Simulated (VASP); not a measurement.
# TiC (P1) in VASP: notebook, part 2 of 2

VASP 6.6.1. Earlier steps stand in the parts before.

## Step 4: Single point, LDA

INCAR

```
SYSTEM = TiC
ALGO = Normal
EDIFF = 1E-6
ENCUT = 600
GGA = CA
GGA_COMPAT = .FALSE.
ISIF = 2
ISMEAR = 1
LASPH = .TRUE.
LCHARG = .TRUE.
LELF = .TRUE.
LREAL = .FALSE.
LVHAR = .TRUE.
LWAVE = .FALSE.
NBANDS = 15
NELM = 120
PREC = Accurate
SIGMA = 0.1
```

KPOINTS

```
k-points
0
G
  8 8 8
  0 0 0
```

POSCAR

```
TiC
1.0
    0.0675900000      2.1587200000      2.1056100000
    2.2940800000     -0.0189200000      2.1921100000
    2.2008300000      2.1519700000      0.0743300000
Ti C
1 1
Direct
    0.0024186886     -0.0029960894      1.0015916178
    0.5135800000      0.5002000000      0.4982600000
```

Potentials or basis: VASP PAW LDA potentials, release 64 (Ti_sv, C).

Command:

```bash
> cat potpaw_LDA.64/Ti_sv/POTCAR potpaw_LDA.64/C/POTCAR > POTCAR
> mpirun -np 1 vasp_std > vasp.out
```

OUTCAR:

```text
SYSTEM = TiC
   EDIFF = 1E-6
   ENCUT = 600
   GGA = CA
   ISIF = 2
   ISMEAR = 1
   LASPH = .TRUE.
   LREAL = .FALSE.
   NELM = 120
   PREC = Accurate

 ion  position               nearest neighbor table
   1  0.002  0.997  0.002-   2 2.08   2 2.14   2 2.15   2 2.18   2 2.21   2 2.22
   2  0.514  0.500  0.498-   1 2.08   1 2.14   1 2.15   1 2.18   1 2.21   1 2.22

  LATTYP: Found a triclinic cell.
 ALAT       =     5.3366577533
 B/A-ratio  =     0.5652091676
 C/A-ratio  =     0.5685606162
 COS(alpha) =     0.0241278128
 COS(beta)  =     0.2797501268
 COS(gamma) =     0.8727652998

  Lattice vectors:

 A1 = (  -2.2684200000,  -4.3106900000,  -2.1799400000)
 A2 = (  -0.0675900000,  -2.1587200000,  -2.1056100000)
 A3 = (   0.0932500000,  -2.1708900000,   2.1177800000)

Analysis of symmetry for initial positions (statically):
=====================================================================
 Subroutine PRICEL returns:
 Original cell was already a primitive cell.

 Routine SETGRP: Setting up the symmetry group for a
 triclinic supercell.

 Subroutine GETGRP returns: Found  1 space group operations
 (whereof  1 operations were pure point group operations)
 out of a pool of  2 trial point group operations.

The static configuration has the point symmetry C_1 .

Analysis of symmetry for dynamics (positions and initial velocities):
=====================================================================
 Subroutine PRICEL returns:
 Original cell was already a primitive cell.

 Routine SETGRP: Setting up the symmetry group for a
 triclinic supercell.

 Subroutine GETGRP returns: Found  1 space group operations
 (whereof  1 operations were pure point group operations)
 out of a pool of  2 trial point group operations.

The dynamic configuration has the point symmetry C_1 .

 Subroutine INISYM returns: Found  1 space group operations
 (whereof  1 operations are pure point group operations),
 and found     1 'primitive' translations

----------------------------------------------------------------------------------------

                                     Primitive cell

  volume of cell :      20.2103

  direct lattice vectors                    reciprocal lattice vectors
     0.067590000  2.158720000  2.105610000    -0.233483547  0.230276323  0.246331965
     2.294080000 -0.018920000  2.192110000     0.216264099 -0.229045424  0.227880589
     2.200830000  2.151970000  0.074330000     0.236117287  0.231678116 -0.245101111

  length of vectors
     3.016327886  3.173091121  3.078985631     0.410147764  0.388794971  0.411704600

  position of ions in fractional coordinates (direct lattice)
     0.002418689  0.997003911  0.001591618
     0.513580000  0.500200000  0.498260000

  ion indices of the primitive-cell ions
   primitive index   ion index
                 1           1
                 2           2

----------------------------------------------------------------------------------------

 KPOINTS: k-points

Automatic generation of k-mesh.
 Grid dimensions read from file:
 generate k-points for:    8    8    8

 Generating k-lattice:

  Cartesian coordinates                     Fractional coordinates (reciprocal lattice)
    -0.029185443  0.028784540  0.030791496     0.125000000  0.000000000 -0.000000000
     0.027033012 -0.028630678  0.028485074     0.000000000  0.125000000  0.000000000
     0.029514661  0.028959765 -0.030637639     0.000000000  0.000000000  0.125000000

  Length of vectors
     0.051268471  0.048599371  0.051463075

  Shift w.r.t. Gamma in fractional coordinates (k-lattice)
     0.000000000  0.000000000  0.000000000

 Subroutine IBZKPT returns following result:
 ===========================================

 Found    260 irreducible k-points:

 Following reciprocal coordinates:
            Coordinates               Weight
  0.000000  0.000000  0.000000      1.000000
  0.125000  0.000000  0.000000      2.000000
  0.250000  0.000000  0.000000      2.000000
  0.375000 -0.000000  0.000000      2.000000
  0.500000  0.000000  0.000000      1.000000
  0.000000  0.125000 -0.000000      2.000000
[... 16 lines left out ...]
  0.125000  0.375000 -0.000000      2.000000
  0.250000  0.375000 -0.000000      2.000000
 [... further k-points ...]
   k-points           NKPTS =    260   k-points in BZ     NKDIM =    260   number of bands    NBANDS=     15
   number of dos      NEDOS =    301   number of ions     NIONS =      2
   total plane-waves  NPLWV =  18816
   dimension x,y,z NGX =    24 NGY =   28 NGZ =   28
   dimension x,y,z NGXF=    48 NGYF=   56 NGZF=   56
   ions per type =               1   1
   NGX,Y,Z   is equivalent  to a cutoff of  13.23, 14.67, 15.12 a.u.
   NGXF,Y,Z  is equivalent  to a cutoff of  26.46, 29.34, 30.24 a.u.
 SYSTEM =  TiC
   PREC   = accura    normal or accurate (medium, high low for compatibility)
   ISTART =      0    job   : 0-new  1-cont  2-samecut
   ICHARG =      2    charge: 1-file 2-atom 10-const
   ISPIN  =      1    spin polarized calculation?
   LNONCOLLINEAR =      F non collinear calculations
   LSORBIT =      F    spin-orbit coupling
   LASPH  =      T    aspherical Exc in radial PAW
   ENCUT  =  600.0 eV  44.10 Ry    6.64 a.u.   6.02  6.34  6.15*2*pi/ulx,y,z
   NELM   =    120;   NELMIN=  2; NELMDL= -5     # of ELM steps
   EDIFF  = 0.1E-05   stopping-criterion for ELM
   LREAL  =      F    real-space projection
   EDIFFG = 0.1E-04   stopping-criterion for IOM
   NSW    =      0    number of steps for IOM
   IBRION =     -1    ionic relax: 0-MD 1-quasi-New 2-CG
   NFREE  =      0    steps in history (QN), initial steepest desc. (CG)
   ISIF   =      2    stress and relaxation
   ISYM   =      2    0-nonsym 1-usesym 2-fastsym
   POTIM  = 0.5000    time-step for ionic-motion
   TEBEG  =    0.0;   TEEND  =   0.0 temperature during run
   PSTRESS=    0.0 pullay stress
   NELECT =      16.0000    total number of electrons
   NUPDOWN=      -1.0000    fix difference up-down
   EMIN   =  10.00;   EMAX   =-10.00  energy-range for DOS
   EFERMI =   0.00;   METHOD = LEGACY
   ISMEAR =     1;   SIGMA  =   0.10  broadening in eV -4-tet -1-fermi 0-gaus
   EFERMI_NEDOS =   21; number of points for ismear=-14 and -15
   IALGO  =     38    algorithm
   IMIX   =      4    mixing-type and parameters
     AMIX     =   0.40;   BMIX     =  1.00
     AMIX_MAG =   1.60;   BMIX_MAG =  1.00
  volume/ion in A,a.u.               =      10.11        68.19
  Fermi-wavevector in a.u.,A,eV,Ry     =   1.514459  2.861913 31.206142  2.293587
  Thomas-Fermi vector in A             =   2.624114
   LORBIT       =      0    0 simple, 1 ext, 2 COOP (PROOUT), +10 PAW based schemes
   GGA     = CA    functional components
   LHFCALC =     F    Hartree Fock is set to
   AEXX    =    0.0000 exact exchange contribution
   IVDW    =     0    specifies the selected vdW correction
   LEPSILON=     F    determine dielectric tensor
   LRPA    =     F    only Hartree local field effects (RPA)
 non-spin polarized calculation
 Methfessel and Paxton  Order N= 1 SIGMA  =   0.10
  energy-cutoff  :      600.00
  volume of cell :       20.21
 maximum number of plane-waves:       687
   NGX = 13   NGY = 13   NGZ = 13

 number of electron      16.0000000 magnetization

 Free energy of the ion-electron system (eV)
  ---------------------------------------------------
  ext. energy  EPLUGINS =         0.00000000
  ---------------------------------------------------
  free energy    TOTEN  =       -20.41478176 eV

  energy without entropy =      -20.41473400  energy(sigma->0) =      -20.41476584

 E-fermi :   9.3604     XC(G=0): -13.0008

 val. band max:        9.3595359503   @ k =   0.0000   0.1250  -0.0000
 cond. band min:       9.4080787448   @ k =   0.3750   0.2500   0.0000
 fundamental gap:      0.0485427946
 Fermi energy:         9.3603742940

 k-point     1 :       0.0000    0.0000    0.0000
  band No.  band energies     occupation
      1     -46.5554      2.00000
      2     -23.0044      2.00000
      3     -22.9563      2.00000
      4     -22.9117      2.00000
      5      -2.9419      2.00000
      6       9.5201     -0.04634
      7       9.8175     -0.00000
      8      10.3202     -0.00000
      9      10.6644     -0.00000
     10      10.8381     -0.00000
     11      11.0331     -0.00000
     12      11.1518     -0.00000
     13      11.5260      0.00000
     14      20.0362      0.00000
[... 401 lines left out ...]
      2     -23.2804      2.00000
      3     -23.1198      2.00000
      4     -23.0836      2.00000
      5      -0.7255      2.00000
      6       5.4604      2.00000
      7       7.2507      2.00000
      8       8.2853      2.00000
      9       9.6943     -0.00002
     10      11.9984      0.00000
     11      13.1191      0.00000
     12      13.6821      0.00000
     13      16.1135      0.00000
     14      22.5400      0.00000
     15      23.4200      0.00000

 [... further k-points ...]
[... 5 lines left out ...]
  --------------------------------------------------------------------------------------
  -------------------------------------------------------------------------------------
  Total       -2.2779649     -1.4003819     -0.0422530      0.2837926      0.1295014     -1.6382901
  in kB     -180.5867513   -111.0159441     -3.3496260     22.4977963     10.2662821   -129.8762291
  external PRESSURE =     -98.3174405 kB  Pullay stress =       0.0000000 kB

 VOLUME and BASIS-vectors are now :
 -----------------------------------------------------------------------------
  energy-cutoff  :      600.00
  volume of cell :       20.21
      direct lattice vectors                 reciprocal lattice vectors
     0.067590000  2.158720000  2.105610000    -0.233483547  0.230276323  0.246331965
     2.294080000 -0.018920000  2.192110000     0.216264099 -0.229045424  0.227880589
     2.200830000  2.151970000  0.074330000     0.236117287  0.231678116 -0.245101111

 POSITION                                       TOTAL-FORCE (eV/Angst)
 -----------------------------------------------------------------------------------
      2.29087     -0.01022      2.19075         0.029808      0.158246      0.339923
      2.27880      2.17145      2.21493        -0.029808     -0.158246     -0.339923
 -----------------------------------------------------------------------------------
    total drift:                                0.000011     -0.000054     -0.000096

  FREE ENERGIE OF THE ION-ELECTRON SYSTEM (eV)
  ---------------------------------------------------
  free  energy   TOTEN  =       -20.4147817628 eV

  energy  without entropy=      -20.4147339959  energy(sigma->0) =      -20.41476584
```

Wall time 67 s (1 thread of AMD EPYC 9R45 (Zen 5), shared host); peak memory 0.18 GiB.

What came out:

```
Free energy            : -20.4148 eV
Pressure               : -9.8 GPa
Largest force          : 0.376 eV/Å
Band gap on the k mesh : zero (band 8 reaches 10.32 eV, above the bottom of band 9 at 8.90 eV)
```

Forces in eV/Å, atoms in the order of the input:
```
Ti   0.030  0.158  0.340
C   -0.030 -0.158 -0.340
```

Levels at points of the mesh, in eV from the Fermi level:
```
           k point  band 5  band 6  band 7  band 8  band 9  band 10  band 11  band 12
(0.00, 0.00, 0.00)  -12.30    0.16    0.46    0.96    1.30     1.48     1.67     1.79
(0.50, 0.00, 0.00)   -8.54   -5.90   -3.41   -2.91    2.63     3.07     4.32     7.79
(0.00, 0.50, 0.00)   -8.97   -5.92   -2.93   -2.45    2.46     2.91     3.91     7.64
(0.50, 0.50, 0.00)   -9.94   -3.17   -1.80   -0.31   -0.15     2.60     3.42     3.52
(0.00, 0.00, 0.50)   -8.51   -5.90   -3.44   -2.94    2.75     3.02     4.31     7.76
(0.50, 0.00, 0.50)  -10.03   -3.45   -1.77   -0.51    0.48     2.69     3.29     3.59
(0.00, 0.50, 0.50)  -10.03   -3.68   -1.73    0.08    0.19     2.65     3.32     3.49
(0.50, 0.50, 0.50)   -8.88   -5.92   -3.10   -2.49    2.43     2.99     4.02     7.67
```

## Step 5: Single point, LDA

This run uses another cell than the first one, of 10.05 Å³/atom, 0.995 times its volume.

INCAR: that of step 4 with these lines changed.

```diff
@@ -9,6 +9,4 @@
 LASPH = .TRUE.
-LCHARG = .TRUE.
-LELF = .TRUE.
+LCHARG = .FALSE.
 LREAL = .FALSE.
-LVHAR = .TRUE.
 LWAVE = .FALSE.
```

KPOINTS is that of step 4.

POSCAR

```
TiC
1.0
    0.0674771617      2.1551161202      2.1020947848
    2.2902501431     -0.0188884140      2.1884503772
    2.1971558195      2.1483773890      0.0742059096
Ti C
1 1
Direct
    0.0063600000      0.0006500000      0.9976700000
    0.5135800000      0.5002000000      0.4982600000
```

Potentials or basis: VASP PAW LDA potentials, release 64 (Ti_sv, C).

Command:

```bash
> cat potpaw_LDA.64/Ti_sv/POTCAR potpaw_LDA.64/C/POTCAR > POTCAR
> mpirun -np 1 vasp_std > vasp.out
```

OUTCAR:

```text
SYSTEM = TiC
   EDIFF = 1E-6
   ENCUT = 600
   GGA = CA
   ISIF = 2
   ISMEAR = 1
   LASPH = .TRUE.
   LREAL = .FALSE.
   NELM = 120
   PREC = Accurate

 ion  position               nearest neighbor table
   1  0.006  0.001  0.998-   2 2.10   2 2.12   2 2.14   2 2.18   2 2.21   2 2.21
   2  0.514  0.500  0.498-   1 2.10   1 2.12   1 2.14   1 2.18   1 2.21   1 2.21

  LATTYP: Found a triclinic cell.
 ALAT       =     5.3277484584
 B/A-ratio  =     0.5652091676
 C/A-ratio  =     0.5685606162
 COS(alpha) =     0.0241278128
 COS(beta)  =     0.2797501268
 COS(gamma) =     0.8727652998

  Lattice vectors:
[... 612 lines left out ...]
     11      13.2024      0.00000
     12      13.7677      0.00000
     13      16.2243      0.00000
     14      22.6714      0.00000
     15      23.5372      0.00000

 [... further k-points ...]
[... 5 lines left out ...]
  --------------------------------------------------------------------------------------
  -------------------------------------------------------------------------------------
  Total       -2.1442394     -1.2471040      0.1061663      0.2834400      0.1376225     -1.6442086
  in kB     -170.8397987    -99.3615740      8.4586796     22.5827583     10.9649110   -131.0004194
  external PRESSURE =     -87.2475644 kB  Pullay stress =       0.0000000 kB

 VOLUME and BASIS-vectors are now :
 -----------------------------------------------------------------------------
  energy-cutoff  :      600.00
  volume of cell :       20.11
      direct lattice vectors                 reciprocal lattice vectors
     0.067477162  2.155116120  2.102094785    -0.233873988  0.230661401  0.246743892
     2.290250143 -0.018888414  2.188450377     0.216625745 -0.229428443  0.228261661
     2.197155819  2.148377389  0.074205910     0.236512133  0.232065539 -0.245510980

 POSITION                                       TOTAL-FORCE (eV/Angst)
 -----------------------------------------------------------------------------------
      2.19395      2.15707      0.08882         0.016242      0.162896      0.164166
      2.27499      2.16783      2.21123        -0.016242     -0.162896     -0.164166
 -----------------------------------------------------------------------------------
    total drift:                                0.000047     -0.000087      0.000032

  FREE ENERGIE OF THE ION-ELECTRON SYSTEM (eV)
  ---------------------------------------------------
  free  energy   TOTEN  =       -20.4244967630 eV

  energy  without entropy=      -20.4245091160  energy(sigma->0) =      -20.42450088
```

OSZICAR:

```text
N       E                     dE             d eps       ncg     rms          rms(c)
DAV:   1     0.123552681972E+03    0.12355E+03   -0.87000E+03  7800   0.141E+03
DAV:   2    -0.178947712711E+02   -0.14145E+03   -0.13235E+03  8395   0.353E+02
DAV:   3    -0.256651872178E+02   -0.77704E+01   -0.76202E+01 10136   0.796E+01
DAV:   4    -0.259385838522E+02   -0.27340E+00   -0.27313E+00 10065   0.134E+01
DAV:   5    -0.259443117800E+02   -0.57279E-02   -0.57258E-02 10124   0.177E+00    0.182E+01
DAV:   6    -0.211886385294E+02    0.47557E+01   -0.11786E+01 11330   0.564E+01    0.718E+00
DAV:   7    -0.204793729618E+02    0.70927E+00   -0.21699E+00  9345   0.218E+01    0.500E+00
DAV:   8    -0.204476726241E+02    0.31700E-01   -0.12336E-01  8829   0.362E+00    0.341E+00
DAV:   9    -0.204280117079E+02    0.19661E-01   -0.99762E-02 10938   0.405E+00    0.717E-01
DAV:  10    -0.204266769364E+02    0.13348E-02   -0.10028E-02 10096   0.133E+00    0.603E-01
DAV:  11    -0.204246086215E+02    0.20683E-02   -0.32391E-03  9062   0.835E-01    0.147E-01
DAV:  12    -0.204245142814E+02    0.94340E-04   -0.26842E-04 11130   0.222E-01    0.380E-02
DAV:  13    -0.204244966347E+02    0.17647E-04   -0.38297E-05 10607   0.848E-02    0.929E-03
DAV:  14    -0.204244967630E+02   -0.12829E-06   -0.27143E-06  8521   0.161E-02
   1 F= -.20424497E+02 E0= -.20424501E+02  d E =0.123530E-04
```

Run time: 65 s. Hardware: 1 thread of AMD EPYC 9R45 (Zen 5), shared host; peak memory 0.18 GiB.

What came out:

```yaml
Free_energy: -20.4245 eV
Pressure: -8.7 GPa
Largest_force: 0.232 eV/Å
Band_gap_on_the_k_mesh: zero (band 8 reaches 10.39 eV, above the bottom of band 9 at 8.96 eV)
```

Forces on the atoms (eV/Å):
```
Ti   0.016  0.163  0.164
C   -0.016 -0.163 -0.164
```

Levels at points of the mesh, in eV from the Fermi level:
| k point | band 5 | band 6 | band 7 | band 8 | band 9 | band 10 | band 11 | band 12 |
| --- | --- | --- | --- | --- | --- | --- | --- | --- |
| (0.00, 0.00, 0.00) | -12.32 | 0.18 | 0.49 | 0.98 | 1.34 | 1.49 | 1.67 | 1.85 |
| (0.50, 0.00, 0.00) | -8.53 | -5.92 | -3.42 | -2.92 | 2.66 | 3.10 | 4.35 | 7.85 |
| (0.00, 0.50, 0.00) | -8.96 | -5.94 | -2.95 | -2.46 | 2.48 | 2.93 | 3.94 | 7.69 |
| (0.50, 0.50, 0.00) | -9.95 | -3.17 | -1.81 | -0.30 | -0.15 | 2.62 | 3.45 | 3.54 |
| (0.00, 0.00, 0.50) | -8.50 | -5.92 | -3.46 | -2.95 | 2.78 | 3.04 | 4.35 | 7.83 |
| (0.50, 0.00, 0.50) | -10.04 | -3.45 | -1.76 | -0.51 | 0.49 | 2.70 | 3.32 | 3.62 |
| (0.00, 0.50, 0.50) | -10.04 | -3.69 | -1.72 | 0.09 | 0.18 | 2.66 | 3.35 | 3.52 |
| (0.50, 0.50, 0.50) | -8.87 | -5.94 | -3.11 | -2.50 | 2.45 | 3.01 | 4.06 | 7.74 |

## Step 6: Single point, LDA

This run uses another cell than the first one, of 10.16 Å³/atom, 1.005 times its volume.

INCAR

```
PREC = Accurate
ENCUT = 600
EDIFF = 1E-6
ISMEAR = 1
SIGMA = 0.1
LREAL = F
LASPH = T
NELM = 120
ALGO = Normal
ISIF = 2
LWAVE = F
LCHARG = T
LELF = T
LVHAR = T
NBANDS = 15
GGA_COMPAT = F
```

KPOINTS

```
Automatic mesh
0
Gamma
  8 8 8
```

POSCAR

```
TiC
1.0
    0.0677024628      2.1623118868      2.1091135173
    2.2978971119     -0.0189514809      2.1957574443
    2.2044919535      2.1555506555      0.0744536774
Ti C
1 1
Direct
    0.0063600000      0.0006500000      0.9976700000
    0.5135800000      0.5002000000      0.4982600000
```

Potentials or basis: VASP PAW LDA potentials, release 64 (Ti_sv, C).

Command:

```bash
> cat potpaw_LDA.64/Ti_sv/POTCAR potpaw_LDA.64/C/POTCAR > POTCAR
> mpirun -np 1 vasp_std > vasp.out
```

It took 66 s on 1 thread of AMD EPYC 9R45 (Zen 5), shared host; peak memory 0.18 GiB.

Results (log left out):

- Free energy: -20.4123 eV
- Pressure: -11.1 GPa
- Largest force: 0.224 eV/Å
- Band gap on the k mesh: zero (band 8 reaches 10.27 eV, above the bottom of band 9 at 8.85 eV)

Forces in eV/Å, atoms in the order of the input:
```
Ti   0.016  0.158  0.158
C   -0.016 -0.158 -0.158
```

Stress tensor (GPa, compression positive):
```
-19.08   2.23 -12.92
  2.23 -12.28   1.09
-12.92   1.09  -1.98
```

Levels at points of the mesh, in eV from the Fermi level:
```tsv
k point	band 5	band 6	band 7	band 8	band 9	band 10	band 11	band 12
(0.00, 0.00, 0.00)	-12.27	0.18	0.49	0.97	1.33	1.47	1.65	1.83
(0.50, 0.00, 0.00)	-8.54	-5.87	-3.39	-2.89	2.62	3.06	4.29	7.78
(0.00, 0.50, 0.00)	-8.96	-5.90	-2.91	-2.44	2.45	2.89	3.89	7.60
(0.50, 0.50, 0.00)	-9.91	-3.17	-1.78	-0.30	-0.15	2.59	3.40	3.50
(0.00, 0.00, 0.50)	-8.51	-5.87	-3.42	-2.92	2.74	3.00	4.29	7.77
(0.50, 0.00, 0.50)	-10.00	-3.44	-1.73	-0.52	0.48	2.66	3.27	3.57
(0.00, 0.50, 0.50)	-10.00	-3.67	-1.69	0.08	0.17	2.62	3.30	3.47
(0.50, 0.50, 0.50)	-8.87	-5.89	-3.07	-2.47	2.42	2.97	4.00	7.65
```

## Step 7: Summary

```tsv
cell	gap on the mesh (eV)	pressure (GPa)	largest force (eV/Å)
a = 3.016, b = 3.173, c = 3.079 Å, angles 58.0, 57.8, 60.4°, 2 atoms	none	-9.8	0.38
a = 3.011, b = 3.168, c = 3.074 Å, angles 58.0, 57.8, 60.4°, 2 atoms	none	-8.7	0.23
a = 3.021, b = 3.178, c = 3.084 Å, angles 58.0, 57.8, 60.4°, 2 atoms	none	-11.1	0.22
```

Some of these runs hold the atoms at other places in the same cell, which the table doesn't show; runs alike in all that it shows share one row.

Alike in all rows: task single point; level LDA; potentials or basis VASP PAW LDA potentials, release 64 (Ti_sv, C); no spin polarisation; k mesh 8 × 8 × 8; cutoff (eV) 600; smearing methfessel-paxton 0.1 eV.

Total energies depend on the potentials used, so only differences within one code and one set of settings carry meaning.
